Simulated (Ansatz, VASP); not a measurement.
# Two plane-wave programs on Ge

```
Ge
1.0
     0.00000    2.88525    2.88525
     2.88525    0.00000    2.88525
     2.88525    2.88525    0.00000
Ge
2
Cartesian
  2.8283 2.8853 2.8853
  4.3848 4.3279 4.3279
```

Change from the starting cell: mode 4 frozen in at -0.056 Å, equal normal strain along x, y and z +0.0167.

Alike in both runs: task single point; functional PBEsol; k mesh 14 × 14 × 14; occupations gaussian, width 0.15 eV; no spin polarisation.

|  | VASP | Ansatz |
| --- | --- | --- |
| version | VASP 6.6.1 | Ansatz 0.2.0 |
| potentials or method | VASP PAW PBE potentials, release 64 (Ge_d), cutoff 520 eV | scalar-relativistic, plane waves, PAW |
| valence electrons in the cell | 28 | 28 |

VASP gave:

* gap on the k mesh at the Fermi level (eV): none
* pressure (GPa): -2.6
* traceless stress, the component that is largest in VASP (GPa): -2.59
* rms of the force components (eV/Å): 0.623

What did Ansatz give for the same quantities?

gap on the k mesh at the Fermi level (eV): none; pressure (GPa): -2.6; traceless stress, the component that is largest in VASP (GPa): -2.60; rms of the force components (eV/Å): 0.624.

VASP's potentials were made for PBE, not for PBEsol, and Ansatz warns of the same on its side. Atom by atom the forces differ by 0.000 eV/Å (rms over components). A gap of «none» marks a metal or a gap that the smearing closes. With one functional, cell and mesh, what is left measures potentials, basis and numerics.
